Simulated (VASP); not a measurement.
**Ga: relaxation of cell and atoms with PBE**

Crystal: Ga.

```xyz
1
Lattice="2.6305 0.0000 0.0000 0.0000 2.6305 0.0000 0.0000 0.0000 2.6305" Properties=species:S:1:pos:R:3 pbc="T T T"
Ga    0.0000    0.0000    0.0000
```

This isn't the form of Ga at room conditions, which is orthorhombic.

* Program: VASP 6.6.1
* Task: relaxation of cell and atoms
* Functional: PBE
* Potentials or basis: VASP PAW PBE potentials, release 64 (Ga_d)
* Cutoff: 600 eV
* k mesh: 15 × 15 × 15
* Occupations: fermi-dirac, width 0.05 eV
* Spin: no spin polarisation
* Target pressure: 7.4 GPa
* Dipole correction: no
* Further INCAR settings: ALGO = Normal; EDIFF = 1e-06; IBRION = 2; EDIFFG = -0.005; NSW = 60; ISIF = 3

```json
{
  "Relaxed volume": "17.83 Å³/atom",
  "Relaxed cell": "a = 2.612 Å, b = 2.612 Å, c = 2.612 Å, α = 90.00°, β = 90.00°, γ = 90.00°",
  "Space group after relaxing (to 0.1 Å)": "Pm-3m (No. 221)",
  "Energy change on relaxing (the run minimises the enthalpy)": "+15.5 meV/atom",
  "Ionic steps": "5",
  "Pressure after relaxing": "7.4 GPa",
  "Band gap on the k mesh": "zero (an odd number of electrons rules out a gap without spin polarisation)"
}
```

The path:
```tsv
step	energy change (eV)	largest force (eV/Å)	pressure (GPa)	volume (Å³)
1	0.0000	0.0000	5.85	18.20
2	0.0197	0.0000	7.77	17.74
3	0.0150	0.0000	7.28	17.84
4	0.0161	0.0000	7.55	17.82
5	0.0155	0.0000	7.44	17.83
```

Final structure:
```xyz
1
Lattice="2.6125 0.0000 0.0000 0.0000 2.6125 0.0000 0.0000 0.0000 2.6125" Properties=species:S:1:pos:R:3 pbc="T T T"
Ga    0.0000    0.0000    0.0000
```

Levels at points of the mesh, in eV from the Fermi level:
```tsv
k point	band 3	band 4	band 5	band 6	band 7	band 8	band 9	band 10
(0.00, 0.00, 0.00)	-14.62	-14.62	-14.62	-11.39	9.79	9.79	9.79	12.68
```

Run time: 73 s on 1 thread of Intel Xeon 8259CL, on a shared host, peak memory 0.16 GiB.

Caveat: the cell is relaxed towards a set pressure, so the run minimises the enthalpy, not the energy.
